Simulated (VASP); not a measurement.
Wanted: the native input for a VASP 6.6.1 run.

- Task: single point
- Functional: r2SCAN
- Potentials or basis: VASP PAW PBE potentials, release 64 (Ge_d, N, C)
- Cutoff: 520 eV
- k mesh: 9 × 9 × 9
- Occupations: fermi-dirac, width 0.05 eV
- Spin: no spin polarisation
- Dipole correction: no
- Further INCAR settings: ALGO = Normal; EDIFF = 1e-06; NBANDS = 22

Crystal: GeCN2.

```
CELL_PARAMETERS angstrom
1.76955 1.02165 4.85544
-1.76955 1.02165 4.85544
0.00000 -2.04330 4.85544
ATOMIC_POSITIONS crystal
Ge 0.00000 0.00000 0.00000
N 0.58390 0.58390 0.58390
N 0.41610 0.41610 0.41610
C 0.50000 0.50000 0.50000
```

These files were run (other wordings do the same):

POSCAR

```
GeCN2
1.0
    1.7695469874      1.0216484295      4.8554361226
   -1.7695469874      1.0216484295      4.8554361226
    0.0000000000     -2.0432968590      4.8554361226
Ge N C
1 2 1
Direct
    0.0000000000      0.0000000000      0.0000000000
    0.5839044000      0.5839044000      0.5839044000
    0.4160956000      0.4160956000      0.4160956000
    0.5000000000      0.5000000000      0.5000000000
```

INCAR.step1

```
SYSTEM = GeCN2
  ALGO = Normal
  EDIFF = 1E-4
  ENCUT = 520
  GGA = PE
  ISMEAR = -1
  LASPH = .True.
  LCHARG = .False.
  LREAL = .False.
  LWAVE = .True.
  NBANDS = 22
  NELM = 80
  PREC = Accurate
  SIGMA = 0.05
```

INCAR.step2

```
SYSTEM = GeCN2
  ALGO = Normal
  EDIFF = 1E-6
  ENCUT = 520
  ISIF = 2
  ISMEAR = -1
  ISTART = 1
  LASPH = .True.
  LCHARG = .True.
  LELF = .True.
  LMIXTAU = .True.
  LREAL = .False.
  LVHAR = .True.
  LWAVE = .False.
  METAGGA = R2SCAN
  NBANDS = 22
  NELM = 80
  PREC = Accurate
  SIGMA = 0.05
```

KPOINTS

```
k-points
0
Gamma
  9 9 9
  0 0 0
```

Potentials or basis: VASP PAW PBE potentials, release 64 (Ge_d, N, C).

The run is started by

```sh
$ cat potpaw_PBE.64/Ge_d/POTCAR potpaw_PBE.64/N/POTCAR potpaw_PBE.64/C/POTCAR > POTCAR
$ cp INCAR.step1 INCAR
$ mpirun -np 1 vasp_std > vasp.out
$ cp INCAR.step2 INCAR
$ mpirun -np 1 vasp_std > vasp.out
```

Results of the run:

```
Pressure               : 2.7 GPa
Largest force          : 0.951 eV/Å
Band gap on the k mesh : 1.11 eV, indirect (least direct gap 1.95 eV)
```

Caveat: the PAW data sets were made with another functional, which shifts forces and pressure a little.

Wall time 4.4 min on 1 thread of Intel(R) Xeon(R) 6975P-C (Granite Rapids) (shared host), peak memory 0.31 GiB.
